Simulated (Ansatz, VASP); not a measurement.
## Nb: VASP beside Ansatz

The input INCAR:

```
SYSTEM = Nb
ALGO     = Normal         ! electronic algorithm
EDIFF    = 1E-6           ! SCF threshold, eV
ENCUT    = 520            ! plane-wave cutoff, eV
GGA      = PS             ! functional
ISIF     = 2              ! what is computed and relaxed
ISMEAR   = -1             ! smearing method
LASPH    = .TRUE.         ! aspherical terms in the spheres
LCHARG   = .TRUE.         ! write CHGCAR
LELF     = .TRUE.         ! ELF
LREAL    = .FALSE.        ! projectors in reciprocal space
LVHAR    = .TRUE.       
LWAVE    = .FALSE.        ! write WAVECAR
NBANDS   = 12             ! bands
NELM     = 80             ! most SCF steps
PREC     = Accurate       ! precision mode
SIGMA    = 0.05           ! smearing width, eV
```

File KPOINTS:

```
k-points
0
G
  18 18 18
  0 0 0
```

The input POSCAR:

```
Nb
1.0
   -1.3406644662      1.3406644662      1.3406644662
    1.3406644662     -1.3406644662      1.3406644662
    1.3406644662      1.3406644662     -1.3406644662
Nb
1
Direct
    0.0000000000      0.0000000000      0.0000000000
```

Input for Ansatz:

```yaml
crystal:
  lattice:
    - [-1.3406644662, 1.3406644662, 1.3406644662]
    - [1.3406644662, -1.3406644662, 1.3406644662]
    - [1.3406644662, 1.3406644662, -1.3406644662]
  atoms:
    - { symbol: Nb, position: [0.0, 0.0, 0.0] }
kpoints:
  mp_grid: { grid: [18, 18, 18] }
scf:
  occupations: { method: fermi_dirac, width: 0.05 }
hamiltonian:
  xc: pbesol
  pseudopotentials: { kind: all_electron, lapw: { basis_error: 0.001 } }
output:
  forces: true
  stress: true
  eigenvalues: true
  populations: true
```

Change from the starting cell: volume scaled by 0.55, LAPW.

Alike in both runs: task single point; functional PBEsol; k mesh 18 × 18 × 18; occupations fermi-dirac, width 0.05 eV; no spin polarisation.

|  | VASP | Ansatz |
| --- | --- | --- |
| version | VASP 6.6.1 | Ansatz 0.2.0 |
| potentials or method | VASP PAW PBE potentials, release 64 (Nb_sv), cutoff 520 eV | all-electron LAPW, scalar-relativistic |

Ansatz gave:

| Property | Result |
| --- | --- |
| pressure (GPa) | 325.0 |

Task: What did VASP give for the same quantities?

Result: Pressure (GPa): 326.3.

VASP's potentials were made for PBE, not for PBEsol. Both programs put the cell under a high pressure, so it lies far from rest at this level. Ansatz ran all-electron here, and VASP with PAW potentials.

Noted on VASP's run: the cell as given lies far from equilibrium.
